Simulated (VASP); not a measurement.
# Mo4S7 in VASP: single point with PBE+D3(BJ)

Aim: the single point of Mo4S7 with PBE+D3(BJ).

All numbers are computed with VASP 6.6.1; they aren't measurements. Logs are shortened: lines on timing, memory, paths and dates and some standing lists are left out, and cuts for length are marked.

### 1 The cell of the first run

The cell holds a slab with vacuum, 11 atoms: a = 6.309 Å, b = 6.309 Å, c = 23.135 Å, α = 90.00°, β = 90.00°, γ = 120.00°.

### 2 Single point, PBE+D3(BJ) (atoms taken out)

The input, INCAR:

```
SYSTEM = Mo4S7
PREC = Accurate
ENCUT = 520
EDIFF = 1E-6
ISMEAR = 0
SIGMA = 0.05
LREAL = .False.
LASPH = .True.
NELM = 80
ALGO = Normal
ISIF = 2
LWAVE = .False.
LCHARG = .True.
LDIPOL = .True.
IDIPOL = 3
DIPOL = 0.5 0.5 0.494
GGA = PE
IVDW = 12
LELF = .True.
LVHAR = .True.
LVACPOTAV = .True.
NBANDS = 60
```

The input, KPOINTS:

```
Automatic mesh
0
Gamma
  12 12 1
  0 0 0
```

The input, POSCAR:

```
Mo4S7
1.0
    6.3091900516      0.0000000000      0.0000000000
   -3.1545950258      5.4639188620      0.0000000000
    0.0000000000      0.0000000000     23.1354580122
S Mo
7 4
Direct
    0.3365597622      0.1634402378      0.4325742087
    0.3365597622      0.6731195243      0.4325742087
    0.8268804757      0.1634402378      0.4325742087
    0.8333333333      0.6666666667      0.4327766877
    0.3321820953      0.1678179047      0.5674389776
    0.3321820953      0.6643641907      0.5674389776
    0.8356358093      0.1678179047      0.5674389776
    0.1666666667      0.3333333333      0.4997126015
    0.1615427799      0.8307713900      0.4999014467
    0.6692286100      0.3384572200      0.4999014467
    0.6692286100      0.8307713900      0.4999014467
```

Potentials or basis: VASP PAW PBE potentials, release 64 (S, Mo_sv).

The run is started by

```bash
> cat potpaw_PBE.64/S/POTCAR potpaw_PBE.64/Mo_sv/POTCAR > POTCAR
> mpirun -np 1 vasp_std > vasp.out
```

OUTCAR:

```text
SYSTEM = Mo4S7
   PREC = Accurate
   ENCUT = 520
   EDIFF = 1E-6
   ISMEAR = 0
   LREAL = .False.
   LASPH = .True.
   NELM = 80
   ISIF = 2
   GGA = PE
   IVDW = 12
 IVDW          = 12

 ion  position               nearest neighbor table
   1  0.337  0.163  0.433-  10 2.39   9 2.39   8 2.42
   2  0.337  0.673  0.433-  11 2.39   9 2.39   8 2.42
   3  0.827  0.163  0.433-  11 2.39  10 2.39   8 2.42
   4  0.833  0.667  0.433-  11 2.37   9 2.37  10 2.37
   5  0.332  0.168  0.567-   8 2.39  10 2.42   9 2.42
   6  0.332  0.664  0.567-   8 2.39   9 2.42  11 2.42
   7  0.836  0.168  0.567-   8 2.39  10 2.42  11 2.42
   8  0.167  0.333  0.500-   5 2.39   7 2.39   6 2.39   1 2.42   3 2.42   2 2.42   9 3.15  10 3.15
                            11 3.15  11 3.15  10 3.15   9 3.15
   9  0.162  0.831  0.500-   4 2.37   1 2.39   2 2.39   6 2.42   5 2.42  11 3.11  10 3.11   8 3.15
                             8 3.15  10 3.20  11 3.20
  10  0.669  0.338  0.500-   4 2.37   1 2.39   3 2.39   7 2.42   5 2.42   9 3.11  11 3.11   8 3.15
                             8 3.15  11 3.20   9 3.20
  11  0.669  0.831  0.500-   4 2.37   2 2.39   3 2.39   6 2.42   7 2.42   9 3.11  10 3.11   8 3.15
                             8 3.15  10 3.20   9 3.20

  LATTYP: Found a hexagonal cell.
 ALAT       =     6.3091900516
 C/A-ratio  =     3.6669458081

  Lattice vectors:

 A1 = (   6.3091900516,   0.0000000000,   0.0000000000)
 A2 = (  -3.1545950258,   5.4639188620,   0.0000000000)
 A3 = (   0.0000000000,   0.0000000000,  23.1354580122)

Analysis of symmetry for initial positions (statically):
=====================================================================
 Subroutine PRICEL returns:
 Original cell was already a primitive cell.

 Routine SETGRP: Setting up the symmetry group for a
 hexagonal supercell.

 Subroutine GETGRP returns: Found  6 space group operations
 (whereof  2 operations were pure point group operations)
 out of a pool of 24 trial point group operations.

The static configuration has the point symmetry C_1h.
 The point group associated with its full space group is C_3v.

Analysis of symmetry for dynamics (positions and initial velocities):
=====================================================================
 Subroutine PRICEL returns:
 Original cell was already a primitive cell.

 Routine SETGRP: Setting up the symmetry group for a
 hexagonal supercell.

 Subroutine GETGRP returns: Found  6 space group operations
 (whereof  2 operations were pure point group operations)
 out of a pool of 24 trial point group operations.

The dynamic configuration has the point symmetry C_1h.
 The point group associated with its full space group is C_3v.

 Subroutine INISYM returns: Found  6 space group operations
 (whereof  2 operations are pure point group operations),
 and found     1 'primitive' translations

----------------------------------------------------------------------------------------

                                     Primitive cell

  volume of cell :     797.5464

  direct lattice vectors                    reciprocal lattice vectors
     6.309190052  0.000000000  0.000000000     0.158498950  0.091509412  0.000000000
    -3.154595026  5.463918862  0.000000000     0.000000000  0.183018823  0.000000000
     0.000000000  0.000000000 23.135458012     0.000000000  0.000000000  0.043223696

  length of vectors
     6.309190052  6.309190052 23.135458012     0.183018823  0.183018823  0.043223696

  position of ions in fractional coordinates (direct lattice)
     0.336559762  0.163440238  0.432574209
     0.336559762  0.673119524  0.432574209
     0.826880476  0.163440238  0.432574209
     0.833333333  0.666666667  0.432776688
     0.332182095  0.167817905  0.567438978
     0.332182095  0.664364191  0.567438978
     0.835635809  0.167817905  0.567438978
     0.166666667  0.333333333  0.499712602
     0.161542780  0.830771390  0.499901447
     0.669228610  0.338457220  0.499901447
     0.669228610  0.830771390  0.499901447

  ion indices of the primitive-cell ions
   primitive index   ion index
                 1           1
                 2           2
                 3           3
                 4           4
                 5           5
                 6           6
                 7           7
                 8           8
                 9           9
                10          10
                11          11

----------------------------------------------------------------------------------------

 KPOINTS: Automatic mesh

Automatic generation of k-mesh.
 Grid dimensions read from file:
 generate k-points for:   12   12    1

 Generating k-lattice:

  Cartesian coordinates                     Fractional coordinates (reciprocal lattice)
     0.013208246  0.007625784  0.000000000     0.083333333  0.000000000  0.000000000
     0.000000000  0.015251569  0.000000000     0.000000000  0.083333333  0.000000000
     0.000000000  0.000000000  0.043223696     0.000000000  0.000000000  1.000000000

  Length of vectors
     0.015251569  0.015251569  0.043223696

  Shift w.r.t. Gamma in fractional coordinates (k-lattice)
     0.000000000  0.000000000  0.000000000

 Subroutine IBZKPT returns following result:
 ===========================================

 Found     19 irreducible k-points:

 Following reciprocal coordinates:
            Coordinates               Weight
  0.000000  0.000000  0.000000      1.000000
  0.083333  0.000000  0.000000      6.000000
  0.166667  0.000000  0.000000      6.000000
  0.250000  0.000000  0.000000      6.000000
  0.333333  0.000000  0.000000      6.000000
  0.416667  0.000000  0.000000      6.000000
[... 11 lines left out ...]
  0.333333  0.250000  0.000000     12.000000
  0.333333  0.333333  0.000000      2.000000
   k-points           NKPTS =     19   k-points in BZ     NKDIM =     19   number of bands    NBANDS=     60
   number of dos      NEDOS =    301   number of ions     NIONS =     11
   total plane-waves  NPLWV = 414720
   dimension x,y,z NGX =    48 NGY =   48 NGZ =  180
   dimension x,y,z NGXF=    96 NGYF=   96 NGZF=  360
   ions per type =               7   4
   NGX,Y,Z   is equivalent  to a cutoff of  12.65, 12.65, 12.93 a.u.
   NGXF,Y,Z  is equivalent  to a cutoff of  25.30, 25.30, 25.87 a.u.
 SYSTEM =  Mo4S7
   PREC   = accura    normal or accurate (medium, high low for compatibility)
   ISTART =      0    job   : 0-new  1-cont  2-samecut
   ICHARG =      2    charge: 1-file 2-atom 10-const
   ISPIN  =      1    spin polarized calculation?
   LNONCOLLINEAR =      F non collinear calculations
   LSORBIT =      F    spin-orbit coupling
   LASPH  =      T    aspherical Exc in radial PAW
   ENCUT  =  520.0 eV  38.22 Ry    6.18 a.u.  11.73 11.73 43.02*2*pi/ulx,y,z
   NELM   =     80;   NELMIN=  2; NELMDL= -5     # of ELM steps
   EDIFF  = 0.1E-05   stopping-criterion for ELM
   LREAL  =      F    real-space projection
   EDIFFG = 0.1E-04   stopping-criterion for IOM
   NSW    =      0    number of steps for IOM
   IBRION =     -1    ionic relax: 0-MD 1-quasi-New 2-CG
   NFREE  =      0    steps in history (QN), initial steepest desc. (CG)
   ISIF   =      2    stress and relaxation
   ISYM   =      2    0-nonsym 1-usesym 2-fastsym
   POTIM  = 0.5000    time-step for ionic-motion
   TEBEG  =    0.0;   TEEND  =   0.0 temperature during run
   PSTRESS=    0.0 pullay stress
   NELECT =      98.0000    total number of electrons
   NUPDOWN=      -1.0000    fix difference up-down
   EMIN   =  10.00;   EMAX   =-10.00  energy-range for DOS
   EFERMI =   0.00;   METHOD = LEGACY
   ISMEAR =     0;   SIGMA  =   0.05  broadening in eV -4-tet -1-fermi 0-gaus
   EFERMI_NEDOS =   21; number of points for ismear=-14 and -15
   IALGO  =     38    algorithm
   IMIX   =      4    mixing-type and parameters
     AMIX     =   0.40;   BMIX     =  1.00
     AMIX_MAG =   1.60;   BMIX_MAG =  1.00
  volume/ion in A,a.u.               =      72.50       489.28
  Fermi-wavevector in a.u.,A,eV,Ry     =   0.813888  1.538026  9.012695  0.662414
  Thomas-Fermi vector in A             =   1.923696
   LORBIT       =      0    0 simple, 1 ext, 2 COOP (PROOUT), +10 PAW based schemes
   GGA     = PE    functional components
   LHFCALC =     F    Hartree Fock is set to
   AEXX    =    0.0000 exact exchange contribution
   IVDW    =    12    specifies the selected vdW correction
   LEPSILON=     F    determine dielectric tensor
   LRPA    =     F    only Hartree local field effects (RPA)
 non-spin polarized calculation
 Gauss-broadening in eV      SIGMA  =   0.05
  energy-cutoff  :      520.00
  volume of cell :      797.55
 maximum number of plane-waves:     21505
 NGX is ok and might be reduce to    48
   NGX = 23   NGY = 23   NGZ = 87

 dipolmoment           0.000000      0.000000      0.001582 electrons x Angstroem

 number of electron      97.9999994 magnetization

 dipolmoment           0.000000      0.000000     -0.003405 electrons x Angstroem

 Free energy of the ion-electron system (eV)
  ---------------------------------------------------
  ext. energy  EPLUGINS =         0.00000000
  ---------------------------------------------------
  free energy    TOTEN  =       -80.54936343 eV

  energy without entropy =      -80.54936343  energy(sigma->0) =      -80.54936343

 E-fermi :  -1.9946     XC(G=0):  -3.1967

 val. band max:       -2.1756771619   @ k =   0.0000   0.0000   0.0000
 cond. band min:      -1.7998703325   @ k =   0.5000   0.0000   0.0000
 fundamental gap:      0.3758068294
 Fermi energy:        -1.9945836656

 k-point     1 :       0.0000    0.0000    0.0000
  band No.  band energies     occupation
      1     -63.5697      2.00000
      2     -63.4531      2.00000
      3     -63.4250      2.00000
      4     -63.4250      2.00000
      5     -37.9000      2.00000
      6     -37.9000      2.00000
[... 1186 lines left out ...]
     59       0.4605      0.00000
     60       0.5294      0.00000

------------------------ aborting loop because EDIFF is reached ----------------------------------------

 vacuum level on the upper side and lower side of the slab       (xc-potential included)        -0.136        -0.122

 Edisp (eV)   -3.28339

 E8    (eV) :    -1.4324

  FORCE on cell =-STRESS in cart. coord.  units (eV):
  Direction    XX          YY          ZZ          XY          YZ          ZX
  --------------------------------------------------------------------------------------
  -------------------------------------------------------------------------------------
  Total      -6.10027    -6.10027    -0.23952     0.00000     0.00000    -0.00000
  in kB     -12.25473   -12.25473    -0.48117     0.00000     0.00000    -0.00000
  external pressure =       -8.33 kB  Pullay stress =        0.00 kB

 VOLUME and BASIS-vectors are now :
 -----------------------------------------------------------------------------
  energy-cutoff  :      520.00
  volume of cell :      797.55
      direct lattice vectors                 reciprocal lattice vectors
     6.309190052  0.000000000  0.000000000     0.158498950  0.091509412  0.000000000
    -3.154595026  5.463918862  0.000000000     0.000000000  0.183018823  0.000000000
     0.000000000  0.000000000 23.135458012     0.000000000  0.000000000  0.043223696

 POSITION                                       TOTAL-FORCE (eV/Angst)
 -----------------------------------------------------------------------------------
      1.60783      0.89302     10.00780         0.003895     -0.002249      0.011161
      0.00000      3.67787     10.00780        -0.000000      0.004498      0.011161
      4.70136      0.89302     10.00780        -0.003895     -0.002249      0.011161
      3.15460      3.64261     10.01249         0.000000     -0.000000      0.027272
      1.56640      0.91694     13.12796        -0.003044      0.001758     -0.010484
     -0.00000      3.63003     13.12796        -0.000000     -0.003515     -0.010484
      4.74279      0.91694     13.12796         0.003044      0.001758     -0.010484
      0.00000      1.82131     11.56108         0.000000     -0.000000      0.024777
     -1.60154      4.53927     11.56545        -0.002440     -0.001409     -0.018027
      3.15460      1.84930     11.56545         0.000000      0.002817     -0.018027
      1.60154      4.53927     11.56545         0.002440     -0.001409     -0.018027
 -----------------------------------------------------------------------------------
    total drift:                                0.000002     -0.000001     -0.000874

  FREE ENERGIE OF THE ION-ELECTRON SYSTEM (eV)
  ---------------------------------------------------
  free  energy   TOTEN  =       -83.8327565822 eV

  energy  without entropy=      -83.8327565812  energy(sigma->0) =      -83.83275658

 vacuum level on the upper side and lower side of the slab         3.167         3.185
```

Wall time 50 min (1 thread of Oxide Virtual Turin-like, shared host); peak memory 1.2 GiB.

What came out:

* Free energy: -83.8328 eV
* Largest force: 0.027 eV/Å
* Band gap on the k mesh: 0.38 eV (least direct gap 0.86 eV)
* Dispersion energy per atom: -0.298 eV
* Ionisation potential of the upper face: 5.34 eV

Forces on the atoms (eV/Å):
```
S    0.004 -0.002  0.011
S    0.000  0.004  0.011
S   -0.004 -0.002  0.011
S    0.000  0.000  0.027
S   -0.003  0.002 -0.010
S    0.000 -0.004 -0.010
S    0.003  0.002 -0.010
Mo   0.000  0.000  0.025
Mo  -0.002 -0.001 -0.018
Mo   0.000  0.003 -0.018
Mo   0.002 -0.001 -0.018
```

Caveat: the cell differs from its parent crystal (atoms taken out).
